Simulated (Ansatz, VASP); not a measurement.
**Two plane-wave programs on AlAu2**

```
Al Au
1.0
    -1.62395    1.62395    4.48130
     1.62395   -1.62395    4.48130
     1.62395    1.62395   -4.48130
Al Au
1 2
Direct
  0.00000 0.00000 0.00000
  0.65704 0.65704 0.00000
  0.34296 0.34296 0.00000
```

Alike in both runs: task single point; functional LDA; k mesh 16 × 16 × 16; occupations gaussian, width 0.15 eV; no spin polarisation.

|  | VASP | Ansatz |
| --- | --- | --- |
| version | VASP 6.6.1 | Ansatz 0.2.0 |
| potentials or method | VASP PAW LDA potentials, release 64 (Al, Au), cutoff 520 eV | scalar-relativistic, plane waves, PAW |
| valence electrons in the cell | 25 | 41 |

```tsv
	VASP	Ansatz	Ansatz less VASP
gap on the k mesh at the Fermi level (eV)	none	none	-
pressure (GPa)	-0.3	-0.6	-0.36
traceless stress, the component that is largest in VASP (GPa)	-3.31	-3.40	-0.090
rms of the force components (eV/Å)	0.183	0.189	+0.0063
```

LDA's correlation is that of Perdew and Zunger in VASP and of Perdew and Wang (1992) in Ansatz. Atom by atom the forces differ by 0.006 eV/Å (rms over components). A gap of «none» marks a metal or a gap that the smearing closes. VASP's potentials hold 25 valence electrons a cell and Ansatz's 41, so a difference there can come from the potentials and not from the codes.

Spin-orbit coupling is off throughout.
